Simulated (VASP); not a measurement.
Runs of VASP 6.6.1 on Cu. The structure is that of space group P6_3/mmc (No. 194), or close to it. The cells are those of the table. 

```csv
cell,further INCAR settings,gap on the mesh (eV),pressure (GPa),largest force (eV/Å)
"a = 2.534, b = 2.601, c = 4.113 Å, angles 90.0, 90.0, 119.2°, 2 atoms",ALGO = Fast; EDIFF = 1e-06; NBANDS = 18,none,-5.8,0.07
"a = 2.534, b = 2.591, c = 4.113 Å, angles 90.0, 90.0, 119.3°, 2 atoms",ALGO = Fast; EDIFF = 1e-07; NBANDS = 18,none,-5.0,0.06
"a = 2.534, b = 2.553, c = 4.113 Å, angles 90.0, 90.0, 119.8°, 2 atoms",ALGO = Fast; EDIFF = 1e-06; NBANDS = 18,none,-2.6,0.02
"a = 2.534, b = 2.572, c = 4.113 Å, angles 90.0, 90.0, 119.5°, 2 atoms",ALGO = Fast; EDIFF = 1e-07; NBANDS = 18,none,(a),0.04
```

Alike in all rows: task single point; level PBEsol; potentials or basis VASP PAW PBE potentials, release 64 (Cu); no spin polarisation; k mesh 24 × 24 × 12; cutoff (eV) 520; smearing gaussian 0.15 eV.

Fill in the values left out.

(a) -3.7.

Caveats: the PAW data sets were made with another functional, which shifts forces and pressure a little; the stress differs along the axes, from -9 to -3 GPa (at least some runs); the stress differs along the axes, from -8 to -2 GPa (at least some runs); the cell stands under tension (at least some runs).

A gap of «none» marks levels without a gap at the run's occupations.
